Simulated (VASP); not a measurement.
Wanted: the native input for a VASP 6.6.1 run.

```
Task                   : single point
Functional             : PBE
Potentials or basis    : VASP PAW PBE potentials, release 64 (Li_sv, Si, N)
Cutoff                 : 520 eV
k mesh                 : 6 × 6 × 4
Occupations            : gaussian, width 0.1 eV
Spin                   : no spin polarisation
Dipole correction      : no
Further INCAR settings : ALGO = Normal; EDIFF = 1e-06; NBANDS = 37
```

The structure of Li2SiN3 lies in POSCAR:

```
Li2SiN3
1.0
    4.9962810626      0.0000000032      0.0000000000
   -2.4981405341      4.3269063231      0.0000000000
    0.0000000000      0.0000000000      5.2303436157
Li Si N
4 2 6
Direct
    0.6666666667      0.3333333333      1.0122315807
    0.3333333333      0.6666666667     -0.0122315807
    0.3333333333      0.6666666667      0.5122315807
    0.6666666667      0.3333333333      0.4877684193
    0.0000000000      0.0000000000      0.0000000000
    0.0000000000      0.0000000000      0.5000000000
    0.1536886554      0.3073773108      0.7500000000
    0.6926226892      0.8463113446      0.7500000000
    0.1536886554      0.8463113446      0.7500000000
    0.8463113446      0.6926226892      0.2500000000
    0.3073773108      0.1536886554      0.2500000000
    0.8463113446      0.1536886554      0.2500000000
```

The cell was generated, and may not be a known phase.

One way to write it, as run:

INCAR

```
  PREC = Accurate
  ENCUT = 520
  EDIFF = 1E-6
  ISMEAR = 0
  SIGMA = 0.1
  LREAL = False
  LASPH = True
  NELM = 100
  ALGO = Normal
  ISIF = 2
  LWAVE = False
  LCHARG = True
  GGA = PE
  LELF = True
  LVHAR = True
  NBANDS = 37
```

KPOINTS

```
Automatic mesh
0
Gamma
  6 6 4
```

Potentials or basis: VASP PAW PBE potentials, release 64 (Li_sv, Si, N).

Launch:

```console
$ cat potpaw_PBE.64/Li_sv/POTCAR potpaw_PBE.64/Si/POTCAR potpaw_PBE.64/N/POTCAR > POTCAR
$ mpirun -np 1 vasp_std > vasp.out
```

It gave:

| Property | Result |
| --- | --- |
| Largest force | 0.020 eV/Å |
| Band gap on the k mesh | zero (bands 25 and 26 overlap by 1.80 eV) |

Wall time 91 s on 1 thread of Intel(R) Xeon(R) Platinum 8488C (Sapphire Rapids) (shared host), peak memory 0.25 GiB.
